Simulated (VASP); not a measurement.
# Sn4O7 (a cell with a defect) in VASP: a series of runs, part 2 of 3

VASP 6.6.1.

**3. Single point, LDA**

INCAR reads:

```
  ALGO = Normal
  EDIFF = 1E-6
  ENCUT = 520
  ISIF = 2
  ISMEAR = 0
  LASPH = True
  LCHARG = False
  LREAL = False
  LWAVE = False
  NBANDS = 60
  NELECT = 96.0
  NELM = 80
  PREC = Accurate
  SIGMA = 0.05
```

KPOINTS reads:

```
k-points
0
Gamma
  6 4 6
```

POSCAR reads:

```
Sn4O7
1.0
    3.9697699592     -3.9697699592      0.0000000000
    3.9697699592      3.9697699592      0.0000000000
   -1.9848849796      1.9848849796      5.0882634188
Sn O
4 7
Direct
    1.0000000000      0.2500000000      0.5000000000
    0.5000000000      0.7500000000      0.5000000000
    0.5000000000      0.5000000000      0.0000000000
    0.0000000000      0.0000000000      0.0000000000
    0.7970126936      0.0000000000      0.5940253873
    0.0474472181      0.1375287193      0.8198369977
    0.7029873064      0.7500000000      0.9059746127
    0.7029873064      0.5000000000      0.4059746127
    0.2029873064      0.0000000000      0.4059746127
    0.7970126936      0.2500000000      0.0940253873
    0.2970126936      0.7500000000      0.0940253873
```

Potentials or basis: VASP PAW LDA potentials, release 64 (Sn_d, O).

Launch:

```
$ cat potpaw_LDA.64/Sn_d/POTCAR potpaw_LDA.64/O/POTCAR > POTCAR
$ mpirun -np 1 vasp_std > vasp.out
```

OUTCAR:

```text
EDIFF = 1E-6
   ENCUT = 520
   ISIF = 2
   ISMEAR = 0
   LASPH = True
   LREAL = False
   NELECT = 96.0
   NELM = 80
   PREC = Accurate

 ion  position               nearest neighbor table
   1  0.000  0.250  0.500-   6 1.86   8 2.04   5 2.04   9 2.04  10 2.07   3 3.23   3 3.23   4 3.23
                             4 3.23
   2  0.500  0.750  0.500-   5 2.04   9 2.04   8 2.04   7 2.07  11 2.07   4 3.23   4 3.23   3 3.23
                             3 3.23
   3  0.500  0.500  0.000-  10 2.04   7 2.04  11 2.04   8 2.07   1 3.23   1 3.23   2 3.23   2 3.23

   4  0.000  0.000  0.000-   6 1.43   7 2.04  11 2.04  10 2.04   5 2.07   9 2.07   2 3.23   2 3.23
                             1 3.23   1 3.23
   5  0.797  0.000  0.594-   6 1.59   2 2.04   1 2.04   4 2.07
   6  0.047  0.138  0.820-   4 1.43   5 1.59   1 1.86
   7  0.703  0.750  0.906-   4 2.04   3 2.04   2 2.07
   8  0.703  0.500  0.406-   1 2.04   2 2.04   3 2.07
   9  0.203  0.000  0.406-   2 2.04   1 2.04   4 2.07
  10  0.797  0.250  0.094-   3 2.04   4 2.04   1 2.07
  11  0.297  0.750  0.094-   4 2.04   3 2.04   2 2.07
[... 232 lines left out ...]
      4     -16.5132      2.00000
      5     -16.3781      2.00000
      6     -16.2155      2.00000
[... 1501 lines left out ...]
     59      13.5541      0.00000
     60      14.2887      0.00000

 [... further k-points ...]

------------------------ aborting loop because EDIFF is reached ----------------------------------------

  FORCE on cell =-STRESS in cart. coord.  units (eV):
  Direction    XX          YY          ZZ          XY          YZ          ZX
  --------------------------------------------------------------------------------------
  -------------------------------------------------------------------------------------
  Total       20.2215116    -21.1850805     15.7777290      0.0277977      0.0505482    -31.1922286
  in kB      202.0197996   -211.6461813    157.6248954      0.2777081      0.5049938   -311.6210041
  external PRESSURE =      49.3328379 kB  Pullay stress =       0.0000000 kB

 VOLUME and BASIS-vectors are now :
 -----------------------------------------------------------------------------
  energy-cutoff  :      520.00
  volume of cell :      160.37
      direct lattice vectors                 reciprocal lattice vectors
     3.969769959 -3.969769959  0.000000000     0.125951883 -0.125951883  0.098265353
     3.969769959  3.969769959  0.000000000     0.125951883  0.125951883  0.000000000
    -1.984884980  1.984884980  5.088263419     0.000000000  0.000000000  0.196530706

 POSITION                                       TOTAL-FORCE (eV/Angst)
 -----------------------------------------------------------------------------------
      0.00000      1.98488      2.54413         3.030094      0.032573     -4.377283
      3.96977      1.98488      2.54413         0.147142     -0.048008      0.005641
      3.96977      0.00000      0.00000         0.349981     -0.163656      0.020733
      0.00000      0.00000      0.00000       -30.720485      0.156431     27.624704
      1.98488     -1.98488      3.02256        -2.545910     -0.003408     -4.977441
     -0.89297      1.98488      4.17155        31.062850     -0.015677    -19.205430
      3.96977      1.98488      4.60984        -0.791856      0.016356     -1.058685
      3.96977     -0.00000      2.06571        -0.136926      0.150255      0.456731
      0.00000     -0.00000      2.06571         0.038439     -0.124667      0.501278
      3.96977     -1.98488      0.47843        -0.122441      0.381676      0.396779
      3.96977      1.98488      0.47843        -0.310889     -0.381874      0.612974
 -----------------------------------------------------------------------------------
    total drift:                               -0.000920      0.000081     -0.000025

  FREE ENERGIE OF THE ION-ELECTRON SYSTEM (eV)
  ---------------------------------------------------
  free  energy   TOTEN  =       -71.7980096216 eV

  energy  without entropy=      -71.7979268677  energy(sigma->0) =      -71.79796824
```

OSZICAR:

```text
N       E                     dE             d eps       ncg     rms          rms(c)
DAV:   1     0.143380207439E+04    0.14338E+04   -0.44553E+04 10232   0.241E+03
DAV:   2     0.222036556624E+03   -0.12118E+04   -0.11478E+04  9696   0.732E+02
DAV:   3    -0.574604468950E+02   -0.27950E+03   -0.26844E+03  9988   0.272E+02
DAV:   4    -0.826718031005E+02   -0.25211E+02   -0.24606E+02 10992   0.893E+01
DAV:   5    -0.835833963296E+02   -0.91159E+00   -0.90796E+00 10952   0.171E+01    0.243E+01
DAV:   6    -0.739865241618E+02    0.95969E+01   -0.40803E+01 14712   0.902E+01    0.120E+01
DAV:   7    -0.721526623986E+02    0.18339E+01   -0.80357E+00 13800   0.266E+01    0.690E+00
DAV:   8    -0.719487879620E+02    0.20387E+00   -0.21565E+00 13448   0.139E+01    0.377E+00
DAV:   9    -0.719290352109E+02    0.19753E-01   -0.56277E-01 14332   0.102E+01    0.287E+00
DAV:  10    -0.718004490112E+02    0.12859E+00   -0.16950E-01 14304   0.777E+00    0.790E-01
DAV:  11    -0.717974736385E+02    0.29754E-02   -0.55065E-02 12572   0.227E+00    0.264E-01
DAV:  12    -0.717979788478E+02   -0.50521E-03   -0.77659E-03 11968   0.741E-01    0.141E-01
DAV:  13    -0.717980487886E+02   -0.69941E-04   -0.11061E-03 11608   0.274E-01    0.647E-02
DAV:  14    -0.717980233415E+02    0.25447E-04   -0.19648E-04 13152   0.154E-01    0.426E-02
DAV:  15    -0.717980086633E+02    0.14678E-04   -0.58568E-05 12368   0.861E-02    0.104E-02
DAV:  16    -0.717980096506E+02   -0.98736E-06   -0.12317E-05 11464   0.221E-02    0.443E-03
DAV:  17    -0.717980096216E+02    0.28993E-07   -0.12407E-06  5496   0.112E-02
   1 F= -.71798010E+02 E0= -.71797968E+02  d E =-.827540E-04
```

stdout:

```text
POSCAR found type information on POSCAR SnO
 POSCAR found :  2 types and      11 ions
 scaLAPACK will be used
 LDA part: xc-table for (Slater(with rela. corr.)+CA(PZ))
 , standard interpolation
 -----------------------------------------------------------------------------
|                                                                             |
|           W    W    AA    RRRRR   N    N  II  N    N   GGGG   !!!           |
|           W    W   A  A   R    R  NN   N  II  NN   N  G    G  !!!           |
|           W    W  A    A  R    R  N N  N  II  N N  N  G       !!!           |
|           W WW W  AAAAAA  RRRRR   N  N N  II  N  N N  G  GGG   !            |
|           WW  WW  A    A  R   R   N   NN  II  N   NN  G    G                |
|           W    W  A    A  R    R  N    N  II  N    N   GGGG   !!!           |
|                                                                             |
|     The distance between some ions is very small. Please check the          |
|     nearest-neighbor list in the OUTCAR file.                               |
|     I HOPE YOU KNOW WHAT YOU ARE DOING!                                     |
|                                                                             |
 -----------------------------------------------------------------------------

 POSCAR, INCAR and KPOINTS ok, starting setup
 FFT: planning ... GRIDC
 FFT: planning ... GRID_SOFT
 FFT: planning ... GRID
 WAVECAR not read
 entering main loop
 the old and the new charge density differ
 old charge density:    98.00000 new   96.00000
    0.243E+01
```

It took 11 min on 1 thread of Intel Xeon Platinum 8488C (Sapphire Rapids), shared host; peak memory 0.58 GiB.

What came out:

```yaml
Free_energy: -71.7980 eV
Largest_force: 41.315 eV/Å
```

Forces on the atoms (eV/Å):
```
Sn    3.030   0.033  -4.377
Sn    0.147  -0.048   0.006
Sn    0.350  -0.164   0.021
Sn  -30.720   0.156  27.625
O    -2.546  -0.003  -4.977
O    31.063  -0.016 -19.205
O    -0.792   0.016  -1.059
O    -0.137   0.150   0.457
O     0.038  -0.125   0.501
O    -0.122   0.382   0.397
O    -0.311  -0.382   0.613
```

Levels at points of the mesh, in eV from the Fermi level:
| k point | band 44 | band 45 | band 46 | band 47 | band 48 | band 49 | band 50 | band 51 | band 52 | band 53 |
| --- | --- | --- | --- | --- | --- | --- | --- | --- | --- | --- |
| (0.00, 0.00, 0.00) | -2.04 | -1.80 | -1.56 | -1.42 | -1.20 | 0.08 | 2.35 | 3.16 | 4.27 | 5.20 |
| (0.50, 0.00, 0.00) | -1.95 | -1.88 | -1.71 | -1.26 | -0.35 | 0.31 | 1.79 | 2.20 | 4.76 | 5.86 |
| (0.50, 0.00, 0.50) | -2.00 | -1.77 | -1.56 | -1.29 | -0.50 | 0.20 | 1.74 | 2.68 | 4.95 | 5.86 |
| (0.00, 0.50, 0.00) | -2.18 | -2.00 | -1.55 | -1.38 | -0.53 | 0.35 | 1.70 | 2.49 | 4.94 | 5.61 |
| (0.50, 0.50, 0.00) | -1.95 | -1.82 | -1.71 | -1.58 | -0.10 | 0.30 | 1.53 | 2.62 | 5.13 | 5.36 |
| (0.50, 0.50, 0.50) | -1.95 | -1.91 | -1.67 | -1.57 | -0.59 | 0.40 | 1.92 | 2.90 | 5.08 | 5.36 |
| (0.00, 0.00, 0.50) | -2.02 | -1.54 | -1.48 | -1.34 | -0.57 | 0.29 | 1.49 | 3.09 | 4.74 | 5.19 |
| (0.00, 0.50, 0.50) | -1.76 | -1.68 | -1.62 | -1.37 | -0.27 | 0.11 | 1.70 | 2.49 | 4.77 | 5.98 |

Caveat: the cell carries a net charge on a neutralising background, which shifts energy and pressure; the cell differs from its parent crystal (atoms taken out, atom 6 moved -0.167 of the way to it and -0.900 Å across, host rigid); the cell is charged against a uniform background, so pressure and absolute levels hang on convention; atoms lie so close that the PAW spheres overlap strongly, which falsifies energies and pressures; spin-orbit coupling is left out, which moves the levels of the heavy elements.

**4. Single point, LDA**

INCAR reads:

```
PREC = Accurate
ENCUT = 520
EDIFF = 1E-6
ISMEAR = 0
SIGMA = 0.05
LREAL = False
LASPH = True
NELM = 80
ALGO = Normal
ISIF = 2
LWAVE = False
LCHARG = True
LELF = True
LVHAR = True
NBANDS = 60
NELECT = 96.0
```

KPOINTS reads:

```
regular mesh
0
Gamma
  6 4 6
```

Edit POSCAR of step 3 so:

```diff
@@ -13,3 +13,3 @@
     0.7970126936      0.0000000000      0.5940253873
-    0.0474472181      0.1375287193      0.8198369977
+    0.1563652876      0.2264012398      0.8599280958
     0.7029873064      0.7500000000      0.9059746127
```

Potentials or basis: VASP PAW LDA potentials, release 64 (Sn_d, O).

Launch:

```
$ cat potpaw_LDA.64/Sn_d/POTCAR potpaw_LDA.64/O/POTCAR > POTCAR
$ mpirun -np 1 vasp_std > vasp.out
```

OUTCAR:

```text
PREC = Accurate
   ENCUT = 520
   EDIFF = 1E-6
   ISMEAR = 0
   LREAL = False
   LASPH = True
   NELM = 80
   ISIF = 2
   NELECT = 96.0

 ion  position               nearest neighbor table
   1  0.000  0.250  0.500-   6 1.84   8 2.04   5 2.04   9 2.04  10 2.07   3 3.23   3 3.23   4 3.23
                             4 3.23
   2  0.500  0.750  0.500-   5 2.04   9 2.04   8 2.04   7 2.07  11 2.07   4 3.23   4 3.23   3 3.23
                             3 3.23
   3  0.500  0.500  0.000-  10 2.04   7 2.04  11 2.04   8 2.07   6 2.29   1 3.23   1 3.23   2 3.23
                             2 3.23
   4  0.000  0.000  0.000-   6 1.93   7 2.04  11 2.04  10 2.04   5 2.07   9 2.07   2 3.23   2 3.23
                             1 3.23   1 3.23
   5  0.797  0.000  0.594-   2 2.04   1 2.04   4 2.07
   6  0.156  0.226  0.860-   1 1.84   4 1.93   3 2.29
   7  0.703  0.750  0.906-   4 2.04   3 2.04   2 2.07
   8  0.703  0.500  0.406-   1 2.04   2 2.04   3 2.07
   9  0.203  0.000  0.406-   2 2.04   1 2.04   4 2.07
  10  0.797  0.250  0.094-   3 2.04   4 2.04   1 2.07
  11  0.297  0.750  0.094-   4 2.04   3 2.04   2 2.07

  LATTYP: Found a base centered orthorhombic cell.
 ALAT       =     5.6141025158
 B/A-ratio  =     1.8126720716
 C/A-ratio  =     1.0000000000

  Lattice vectors:

 A1 = (  -1.9848849796,   1.9848849796,  -5.0882634188)
 A2 = (  -1.9848849796,   1.9848849796,   5.0882634188)
 A3 = (   3.9697699592,   3.9697699592,   0.0000000000)

Analysis of symmetry for initial positions (statically):
=====================================================================
 Subroutine PRICEL returns:
 Original cell was already a primitive cell.

 Routine SETGRP: Setting up the symmetry group for a
 base centered orthorhombic supercell.

 Subroutine GETGRP returns: Found  1 space group operations
 (whereof  1 operations were pure point group operations)
 out of a pool of  8 trial point group operations.

[... 159 lines left out ...]
   AEXX    =    0.0000 exact exchange contribution
   IVDW    =     0    specifies the selected vdW correction
   LEPSILON=     F    determine dielectric tensor
   LRPA    =     F    only Hartree local field effects (RPA)
 non-spin polarized calculation
 Gauss-broadening in eV      SIGMA  =   0.05
  energy-cutoff  :      520.00
  volume of cell :      160.37
 maximum number of plane-waves:      4352
 NGX is ok and might be reduce to    42
   NGX = 21   NGY = 21   NGZ = 21

 number of electron      96.0000001 magnetization

 Free energy of the ion-electron system (eV)
  ---------------------------------------------------
  ext. energy  EPLUGINS =         0.00000000
  ---------------------------------------------------
  free energy    TOTEN  =       -82.82123322 eV

  energy without entropy =      -82.82033280  energy(sigma->0) =      -82.82078301

 E-fermi :   3.8610     XC(G=0): -10.4555

 val. band max:        3.8261680851   @ k =   0.0000   0.0000   0.3333
 cond. band min:       3.9839168907   @ k =   0.1667   0.0000  -0.1667
 fundamental gap:      0.1577488056
 Fermi energy:         3.8609595137

 k-point     1 :       0.0000    0.0000    0.0000
  band No.  band energies     occupation
      1     -17.0644      2.00000
      2     -16.6999      2.00000
      3     -16.6541      2.00000
      4     -16.5040      2.00000
      5     -16.3242      2.00000
      6     -16.2202      2.00000
[... 1501 lines left out ...]
     59      13.2671      0.00000
     60      14.1308      0.00000

 [... further k-points ...]

------------------------ aborting loop because EDIFF is reached ----------------------------------------

  FORCE on cell =-STRESS in cart. coord.  units (eV):
  Direction    XX          YY          ZZ          XY          YZ          ZX
  --------------------------------------------------------------------------------------
  -------------------------------------------------------------------------------------
  Total      -20.2260837    -24.6058655    -13.4429139      0.1236603      0.0047148     -1.2956635
  in kB     -202.0654758   -245.8209906   -134.2992958      1.2354081      0.0471027    -12.9441205
  external PRESSURE =    -194.0619207 kB  Pullay stress =       0.0000000 kB

 VOLUME and BASIS-vectors are now :
 -----------------------------------------------------------------------------
  energy-cutoff  :      520.00
  volume of cell :      160.37
      direct lattice vectors                 reciprocal lattice vectors
     3.969769959 -3.969769959  0.000000000     0.125951883 -0.125951883  0.098265353
     3.969769959  3.969769959  0.000000000     0.125951883  0.125951883  0.000000000
    -1.984884980  1.984884980  5.088263419     0.000000000  0.000000000  0.196530706

 POSITION                                       TOTAL-FORCE (eV/Angst)
 -----------------------------------------------------------------------------------
      0.00000      1.98488      2.54413        -2.916994      0.116361     -4.133438
      3.96977      1.98488      2.54413         3.250891     -0.127726     -0.154779
      3.96977      0.00000      0.00000        -0.666862      0.034748      2.275553
      0.00000      0.00000      0.00000        -1.446634     -0.023090     -0.100027
      1.98488     -1.98488      3.02256        -1.397802      0.007792     -0.646098
     -0.18736      1.98488      4.37554         5.889902     -0.033680      3.786701
      3.96977      1.98488      4.60984        -2.427470      0.018316     -1.215108
      3.96977     -0.00000      2.06571        -0.076915      0.098602      0.041927
      0.00000     -0.00000      2.06571         0.045385     -0.078837      0.080334
      3.96977     -1.98488      0.47843         0.155335      0.264717      0.071024
      3.96977      1.98488      0.47843        -0.408834     -0.277203     -0.006090
 -----------------------------------------------------------------------------------
    total drift:                               -0.000073      0.000097      0.000380

  FREE ENERGIE OF THE ION-ELECTRON SYSTEM (eV)
  ---------------------------------------------------
  free  energy   TOTEN  =       -82.8212332171 eV

  energy  without entropy=      -82.8203328002  energy(sigma->0) =      -82.82078301
```

stdout:

```text
POSCAR found type information on POSCAR SnO
 POSCAR found :  2 types and      11 ions
 scaLAPACK will be used
 LDA part: xc-table for (Slater(with rela. corr.)+CA(PZ))
 , standard interpolation
 POSCAR, INCAR and KPOINTS ok, starting setup
 FFT: planning ... GRIDC
 FFT: planning ... GRID_SOFT
 FFT: planning ... GRID
 WAVECAR not read
 entering main loop
 the old and the new charge density differ
 old charge density:    98.00000 new   96.00000
    0.208E+01
```

Wall time 22 min (1 thread of Intel Xeon 8259CL, shared host); peak memory 0.58 GiB.

Results:

* Free energy: -82.8212 eV
* Largest force: 7.002 eV/Å

Forces on the atoms (eV/Å):
```
Sn  -2.917  0.116 -4.133
Sn   3.251 -0.128 -0.155
Sn  -0.667  0.035  2.276
Sn  -1.447 -0.023 -0.100
O   -1.398  0.008 -0.646
O    5.890 -0.034  3.787
O   -2.427  0.018 -1.215
O   -0.077  0.099  0.042
O    0.045 -0.079  0.080
O    0.155  0.265  0.071
O   -0.409 -0.277 -0.006
```

Levels at points of the mesh, in eV from the Fermi level:
```
           k point  band 45  band 46  band 47  band 48  band 49  band 50  band 51  band 52
(0.00, 0.00, 0.00)    -0.75    -0.69    -0.51    -0.25    -0.05     3.45     4.27     4.99
(0.50, 0.00, 0.00)    -0.93    -0.77    -0.72    -0.14     0.96     2.93     3.43     5.57
(0.50, 0.00, 0.50)    -0.94    -0.71    -0.66    -0.13     0.88     2.77     3.79     5.47
(0.00, 0.50, 0.00)    -1.00    -0.80    -0.74    -0.14     0.97     2.68     3.61     5.76
(0.50, 0.50, 0.00)    -1.03    -0.86    -0.61    -0.38     1.39     2.67     3.81     5.68
(0.50, 0.50, 0.50)    -1.05    -0.88    -0.65    -0.38     1.42     2.72     3.98     5.60
(0.00, 0.00, 0.50)    -1.12    -0.59    -0.54    -0.05     1.29     2.38     4.23     5.59
(0.00, 0.50, 0.50)    -0.80    -0.71    -0.54    -0.16     0.91     2.91     3.59     5.42
```

Caveat: the cell carries a net charge on a neutralising background, which shifts energy and pressure; the cell differs from its parent crystal (atoms taken out, atom 6 moved 0.000 of the way to it and -0.300 Å across, host rigid); the cell is charged against a uniform background, so pressure and absolute levels hang on convention; spin-orbit coupling is left out, which moves the levels of the heavy elements.

(Continued in part 3 of 3.)
